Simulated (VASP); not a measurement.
# ErBe (Fm-3m) in VASP: a series of runs

Runs on ErBe. Level: PBE. Tasks: single point.

All numbers are computed with VASP 6.6.1; they aren't measurements. Logs are shortened: lines on timing, memory, paths and dates and some standing lists are left out, and cuts for length are marked.

## (1) The cell of the first run

The structure is cubic, space group Fm-3m (No. 225). The conventional cell has a = 5.596 Å, b = 5.596 Å, c = 5.596 Å, α = 90.00°, β = 90.00°, γ = 90.00°. Within 3.7 Å of Er (site symmetry m-3m) lie 6 Be at 2.80 Å. Within 3.7 Å of Be (site symmetry m-3m) lie 6 Er at 2.80 Å.

The cell was built from a structure type or drawn by symmetry, and may not be a known phase.

## (2) Single point, PBE

INCAR reads:

```
SYSTEM = ErBe
PREC     = Accurate       ! precision mode
ENCUT    = 600            ! plane-wave cutoff, eV
EDIFF    = 1E-6           ! SCF threshold, eV
ISMEAR   = 0              ! smearing method
SIGMA    = 0.2            ! smearing width, eV
LREAL    = .False.        ! projectors in reciprocal space
LASPH    = .True.         ! aspherical terms in the spheres
NELM     = 200            ! most SCF steps
ALGO     = Normal         ! electronic algorithm
ISIF     = 2              ! what is computed and relaxed
LWAVE    = .False.        ! write WAVECAR
LCHARG   = .False.        ! write CHGCAR
GGA      = PE             ! functional
NBANDS   = 12             ! bands
GGA_COMPAT= .False.      
LMAXMIX  = 6              ! l up to which the mixer works
```

KPOINTS reads:

```
regular mesh
0
Gamma
  7 7 7
  0 0 0
```

POSCAR reads:

```
ErBe
1.0
    0.0000000000      2.7980350764      2.7980350764
    2.7980350764      0.0000000000      2.7980350764
    2.7980350764      2.7980350764      0.0000000000
Er Be
1 1
Direct
    0.0000000000      0.0000000000      0.0000000000
    0.5000000000      0.5000000000      0.5000000000
```

Potentials or basis: VASP PAW PBE potentials, release 64 (Er_3, Be), 4f in core.

Run with:

```sh
> cat potpaw_PBE.64/Er_3/POTCAR potpaw_PBE.64/Be/POTCAR > POTCAR
> mpirun -np 1 vasp_std > vasp.out
```

OUTCAR:

```text
SYSTEM = ErBe
   PREC = Accurate
   ENCUT = 600
   EDIFF = 1E-6
   ISMEAR = 0
   LREAL = .False.
   LASPH = .True.
   NELM = 200
   ISIF = 2
   GGA = PE

 ion  position               nearest neighbor table
   1  0.000  0.000  0.000-   2 2.80   2 2.80   2 2.80   2 2.80   2 2.80   2 2.80
   2  0.500  0.500  0.500-   1 2.80   1 2.80   1 2.80   1 2.80   1 2.80   1 2.80

  LATTYP: Found a face centered cubic cell.
 ALAT       =     5.5960701528

  Lattice vectors:

 A1 = (   0.0000000000,   2.7980350764,   2.7980350764)
 A2 = (   2.7980350764,   0.0000000000,   2.7980350764)
 A3 = (   2.7980350764,   2.7980350764,   0.0000000000)

Analysis of symmetry for initial positions (statically):
=====================================================================
 Subroutine PRICEL returns:
 Original cell was already a primitive cell.

 Routine SETGRP: Setting up the symmetry group for a
 face centered cubic supercell.

 Subroutine GETGRP returns: Found 48 space group operations
 (whereof 48 operations were pure point group operations)
 out of a pool of 48 trial point group operations.

The static configuration has the point symmetry O_h .

Analysis of symmetry for dynamics (positions and initial velocities):
=====================================================================
 Subroutine PRICEL returns:
 Original cell was already a primitive cell.

 Routine SETGRP: Setting up the symmetry group for a
 face centered cubic supercell.

 Subroutine GETGRP returns: Found 48 space group operations
 (whereof 48 operations were pure point group operations)
 out of a pool of 48 trial point group operations.

The dynamic configuration has the point symmetry O_h .

 Subroutine INISYM returns: Found 48 space group operations
 (whereof 48 operations are pure point group operations),
 and found     1 'primitive' translations

----------------------------------------------------------------------------------------

                                     Primitive cell

  volume of cell :      43.8116

  direct lattice vectors                    reciprocal lattice vectors
     0.000000000  2.798035076  2.798035076    -0.178696831  0.178696831  0.178696831
     2.798035076  0.000000000  2.798035076     0.178696831 -0.178696831  0.178696831
     2.798035076  2.798035076  0.000000000     0.178696831  0.178696831 -0.178696831

  length of vectors
     3.957019153  3.957019153  3.957019153     0.309511990  0.309511990  0.309511990

  position of ions in fractional coordinates (direct lattice)
     0.000000000  0.000000000  0.000000000
     0.500000000  0.500000000  0.500000000

  ion indices of the primitive-cell ions
   primitive index   ion index
                 1           1
                 2           2

----------------------------------------------------------------------------------------

 KPOINTS: regular mesh

Automatic generation of k-mesh.
 Grid dimensions read from file:
 generate k-points for:    7    7    7

 Generating k-lattice:

  Cartesian coordinates                     Fractional coordinates (reciprocal lattice)
    -0.025528119  0.025528119  0.025528119     0.142857143  0.000000000  0.000000000
     0.025528119 -0.025528119  0.025528119     0.000000000  0.142857143  0.000000000
     0.025528119  0.025528119 -0.025528119     0.000000000  0.000000000  0.142857143

  Length of vectors
     0.044215999  0.044215999  0.044215999

  Shift w.r.t. Gamma in fractional coordinates (k-lattice)
     0.000000000  0.000000000  0.000000000

 Subroutine IBZKPT returns following result:
 ===========================================

 Found     20 irreducible k-points:

 Following reciprocal coordinates:
            Coordinates               Weight
  0.000000  0.000000  0.000000      1.000000
  0.142857  0.000000  0.000000      8.000000
  0.285714  0.000000  0.000000      8.000000
  0.428571  0.000000  0.000000      8.000000
  0.142857  0.142857  0.000000      6.000000
  0.285714  0.142857  0.000000     24.000000
[... 12 lines left out ...]
 -0.428571  0.428571  0.142857     24.000000
 -0.285714  0.428571  0.142857     24.000000
   k-points           NKPTS =     20   k-points in BZ     NKDIM =     20   number of bands    NBANDS=     12
   number of dos      NEDOS =    301   number of ions     NIONS =      2
   total plane-waves  NPLWV =  32768
   dimension x,y,z NGX =    32 NGY =   32 NGZ =   32
   dimension x,y,z NGXF=    64 NGYF=   64 NGZF=   64
   ions per type =               1   1
   NGX,Y,Z   is equivalent  to a cutoff of  13.44, 13.44, 13.44 a.u.
   NGXF,Y,Z  is equivalent  to a cutoff of  26.89, 26.89, 26.89 a.u.
 SYSTEM =  ErBe
   PREC   = accura    normal or accurate (medium, high low for compatibility)
   ISTART =      0    job   : 0-new  1-cont  2-samecut
   ICHARG =      2    charge: 1-file 2-atom 10-const
   ISPIN  =      1    spin polarized calculation?
   LNONCOLLINEAR =      F non collinear calculations
   LSORBIT =      F    spin-orbit coupling
   LASPH  =      T    aspherical Exc in radial PAW
   ENCUT  =  600.0 eV  44.10 Ry    6.64 a.u.   7.90  7.90  7.90*2*pi/ulx,y,z
   NELM   =    200;   NELMIN=  2; NELMDL= -5     # of ELM steps
   EDIFF  = 0.1E-05   stopping-criterion for ELM
   LREAL  =      F    real-space projection
   EDIFFG = 0.1E-04   stopping-criterion for IOM
   NSW    =      0    number of steps for IOM
   IBRION =     -1    ionic relax: 0-MD 1-quasi-New 2-CG
   NFREE  =      0    steps in history (QN), initial steepest desc. (CG)
   ISIF   =      2    stress and relaxation
   ISYM   =      2    0-nonsym 1-usesym 2-fastsym
   POTIM  = 0.5000    time-step for ionic-motion
   TEBEG  =    0.0;   TEEND  =   0.0 temperature during run
   PSTRESS=    0.0 pullay stress
   NELECT =      11.0000    total number of electrons
   NUPDOWN=      -1.0000    fix difference up-down
   EMIN   =  10.00;   EMAX   =-10.00  energy-range for DOS
   EFERMI =   0.00;   METHOD = LEGACY
   ISMEAR =     0;   SIGMA  =   0.20  broadening in eV -4-tet -1-fermi 0-gaus
   EFERMI_NEDOS =   21; number of points for ismear=-14 and -15
   IALGO  =     38    algorithm
   IMIX   =      4    mixing-type and parameters
     AMIX     =   0.40;   BMIX     =  1.00
     AMIX_MAG =   1.60;   BMIX_MAG =  1.00
  volume/ion in A,a.u.               =      21.91       147.83
  Fermi-wavevector in a.u.,A,eV,Ry     =   1.032783  1.951678 14.512539  1.066642
  Thomas-Fermi vector in A             =   2.166998
   LORBIT       =      0    0 simple, 1 ext, 2 COOP (PROOUT), +10 PAW based schemes
   GGA     = PE    functional components
   LHFCALC =     F    Hartree Fock is set to
   AEXX    =    0.0000 exact exchange contribution
   IVDW    =     0    specifies the selected vdW correction
   LEPSILON=     F    determine dielectric tensor
   LRPA    =     F    only Hartree local field effects (RPA)
 non-spin polarized calculation
 Gauss-broadening in eV      SIGMA  =   0.20
  energy-cutoff  :      600.00
  volume of cell :       43.81
 maximum number of plane-waves:      1472
   NGX = 15   NGY = 15   NGZ = 15

 number of electron      10.9999999 magnetization

 Free energy of the ion-electron system (eV)
  ---------------------------------------------------
  ext. energy  EPLUGINS =         0.00000000
  ---------------------------------------------------
  free energy    TOTEN  =        -7.29494418 eV

  energy without entropy =       -7.24447622  energy(sigma->0) =       -7.26971020

 E-fermi :   2.5469     XC(G=0):  -9.5876

 val. band max:        2.5134969139   @ k =   0.2857   0.1429   0.0000
 cond. band min:       2.5483810111   @ k =   0.4286   0.1429   0.0000
 fundamental gap:      0.0348840971
 Fermi energy:         2.5469231471

 k-point     1 :       0.0000    0.0000    0.0000
  band No.  band energies     occupation
      1     -21.6716      2.00000
      2     -21.6716      2.00000
      3     -21.6716      2.00000
      4      -3.5796      2.00000
      5       4.6116      0.00000
      6       4.6116      0.00000
      7       4.6116      0.00000
      8       5.8169      0.00000
      9       5.8169      0.00000
     10       6.6508      0.00000
     11       6.6508      0.00000
     12       6.6508      0.00000

 k-point     2 :       0.1429    0.0000    0.0000
  band No.  band energies     occupation
      1     -21.7086      2.00000
      2     -21.6761      2.00000
      3     -21.6761      2.00000
      4      -3.2247      2.00000
      5       3.7215      0.00000
      6       4.2736      0.00000
      7       4.2736      0.00000
      8       5.2436      0.00000
      9       5.2436      0.00000
     10       6.8928      0.00000
     11       8.3014      0.00000
     12       8.3014      0.00000

 k-point     3 :       0.2857    0.0000    0.0000
  band No.  band energies     occupation
      1     -21.7904      2.00000
      2     -21.6863      2.00000
      3     -21.6863      2.00000
      4      -2.2496      2.00000
      5       2.2327      1.97371
      6       3.2706      0.00000
      7       3.2706      0.00000
      8       6.0328      0.00000
      9       6.0328      0.00000
     10       7.1194      0.00000
     11      10.5284      0.00000
     12      10.5284      0.00000
[... 226 lines left out ...]
 k-point    19 :      -0.4286    0.4286    0.1429
  band No.  band energies     occupation
      1     -21.8279      2.00000
      2     -21.7597      2.00000
      3     -21.7371      2.00000
      4      -0.4933      2.00000
      5       1.6293      2.00000
      6       2.2238      1.97768
      7       3.3095      0.00000
      8       5.6649      0.00000
      9       7.4259      0.00000
     10       7.8551      0.00000
     11       8.1814      0.00000
     12       9.8373      0.00000

 k-point    20 :      -0.2857    0.4286    0.1429
  band No.  band energies     occupation
      1     -21.8046      2.00000
      2     -21.7935      2.00000
      3     -21.7333      2.00000
      4      -0.0459      2.00000
      5       1.4359      2.00000
      6       1.9086      1.99999
      7       2.8748      0.02042
      8       6.1227      0.00000
      9       7.1226      0.00000
     10       8.1651      0.00000
     11       8.2077      0.00000
     12      10.2542      0.00000

------------------------ aborting loop because EDIFF is reached ----------------------------------------

  FORCE on cell =-STRESS in cart. coord.  units (eV):
  Direction    XX          YY          ZZ          XY          YZ          ZX
  --------------------------------------------------------------------------------------
  -------------------------------------------------------------------------------------
  Total        0.1704882      0.1704882      0.1704882     -0.0000000     -0.0000000     -0.0000000
  in kB        6.2346968      6.2346968      6.2346968     -0.0000000     -0.0000000     -0.0000000
  external PRESSURE =       6.2346968 kB  Pullay stress =       0.0000000 kB

 VOLUME and BASIS-vectors are now :
 -----------------------------------------------------------------------------
  energy-cutoff  :      600.00
  volume of cell :       43.81
      direct lattice vectors                 reciprocal lattice vectors
     0.000000000  2.798035076  2.798035076    -0.178696831  0.178696831  0.178696831
     2.798035076  0.000000000  2.798035076     0.178696831 -0.178696831  0.178696831
     2.798035076  2.798035076  0.000000000     0.178696831  0.178696831 -0.178696831

 POSITION                                       TOTAL-FORCE (eV/Angst)
 -----------------------------------------------------------------------------------
      0.00000      0.00000      0.00000        -0.000000     -0.000000     -0.000000
      2.79804      2.79804      2.79804         0.000000      0.000000      0.000000
 -----------------------------------------------------------------------------------
    total drift:                                0.000000     -0.000000     -0.000000

  FREE ENERGIE OF THE ION-ELECTRON SYSTEM (eV)
  ---------------------------------------------------
  free  energy   TOTEN  =        -7.2949441835 eV

  energy  without entropy=       -7.2444762239  energy(sigma->0) =       -7.26971020
```

It took 28 s on 1 thread of AMD EPYC 7R43 (Zen 3), shared host; peak memory 0.14 GiB.

Results:

- Free energy: -7.2949 eV
- Pressure: 0.6 GPa
- Band gap on the k mesh: zero (an odd number of electrons rules out a gap without spin polarisation)

Caveat: spin-orbit coupling is left out, which moves the levels of the heavy elements; the 4f electrons are frozen in the core, so they carry no moment and show no levels. Spin polarisation is off, so any magnetic state and its effect on volume and gap are missing.

(Part 1 of 2 ends here.)
